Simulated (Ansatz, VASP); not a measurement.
Given: the input of a run of Ansatz 0.2.0 on Ag.

input.yaml

```yaml
crystal:
  lattice:
    - [2.8904005511, 0.0, 0.0]
    - [-1.4452002756, 2.5031603044, 0.0]
    - [0.0, 0.0, 4.7252623344]
  atoms:
    - { symbol: Ag, position: [0.6666666667, 0.3333333333, 0.75] }
    - { symbol: Ag, position: [0.3333333333, 0.6666666667, 0.25] }
kpoints:
  mp_grid: { grid: [10, 10, 6] }
scf:
  occupations: { method: fermi_dirac, width: 0.05 }
hamiltonian:
  xc: lda
  pseudopotentials: { kind: all_electron, lapw: { basis_error: 0.001 } }
output:
  forces: true
  stress: true
  eigenvalues: true
```

Potentials or basis: all-electron LAPW, scalar-relativistic.

Launch:

```sh
$ ansatz run input.yaml --threads 1 --pin off --max-ram 3072MiB --backend cpu --events-out ev --progress --plain --runs-dir out
```

Question: Translate it to VASP 6.6.1. Potentials there: VASP PAW LDA potentials, release 64 (Ag).

Answer: As run (the cutoff follows the program's own potentials):

INCAR

```
PREC = Accurate
ENCUT = 520
EDIFF = 1E-7
ISMEAR = -1
SIGMA = 0.05
LREAL = F
LASPH = T
NELM = 100
ALGO = Normal
ISIF = 2
LWAVE = F
LCHARG = F
NBANDS = 18
```

File KPOINTS:

```
regular mesh
0
Gamma
  10 10 6
```

Contents of POSCAR:

```
Ag
1.0
    2.8904005511      0.0000000000      0.0000000000
   -1.4452002756      2.5031603044      0.0000000000
    0.0000000000      0.0000000000      4.7252623344
Ag
2
Direct
    0.6666666667      0.3333333333      0.7500000000
    0.3333333333      0.6666666667      0.2500000000
```

Potentials or basis: VASP PAW LDA potentials, release 64 (Ag).

Command:

```bash
$ cat potpaw_LDA.64/Ag/POTCAR > POTCAR
$ mpirun -np 1 vasp_std > vasp.out
```

Both were run:

|  | VASP | Ansatz | Ansatz less VASP |
| --- | --- | --- | --- |
| gap on the k mesh at the Fermi level (eV) | none | none | - |
| pressure (GPa) | -6.9 | -7.0 | -0.14 |
| traceless stress, the component that is largest in VASP (GPa) | -0.41 | -0.40 | +0.009 |

LDA's correlation is that of Perdew and Zunger in VASP and of Perdew and Wang (1992) in Ansatz. A gap of «none» marks a metal or a gap that the smearing closes. Ansatz ran all-electron here, and VASP with PAW potentials.
